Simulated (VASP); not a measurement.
Crystal: CsRe.

```
Cs Re
1.0
     0.00000    3.42230    3.42230
     3.42230    0.00000    3.42230
     3.42230    3.42230    0.00000
Cs Re
1 1
Direct
  0.25000 0.25000 0.25000
  0.50000 0.50000 0.50000
```

* Program: VASP 6.6.1
* Task: relaxation of cell and atoms
* Functional: PBE
* Potentials or basis: VASP PAW PBE potentials, release 64 (Cs_sv, Re)
* Cutoff: 600 eV
* k mesh: 14 × 14 × 14
* Occupations: gaussian, width 0.1 eV
* Spin: no spin polarisation

At the start: pressure -0.9 GPa; volume 40.08 Å³/atom.

Where does the relaxation end?

Over 6 steps the energy falls by 24.9 meV/atom and the volume is 33.85 Å³/atom (-15.6 %); space group F-43m (No. 216, to 0.05 Å).

Step by step:
```csv
step,energy change (eV),largest force (eV/Å),pressure (GPa),volume (Å³)
1,0.0000,0.0000,-0.88,80.17
2,-0.0140,0.0000,-0.88,77.63
3,-0.0466,0.0000,-0.40,70.34
4,0.0891,0.0000,5.63,57.16
5,-0.0489,0.0000,-0.24,69.20
6,-0.0499,0.0000,0.04,67.69
```

Final structure:
```yaml
crystal:
  lattice:
    - [0.00000, 3.23476, 3.23476]
    - [3.23476, 0.00000, 3.23476]
    - [3.23476, 3.23476, 0.00000]
  atoms:
    - { symbol: Cs, position: [0.25000, 0.25000, 0.25000] }
    - { symbol: Re, position: [0.50000, 0.50000, 0.50000] }
```

Caveat: the volume moved by over 15 % at a fixed basis, so the end points are rough.
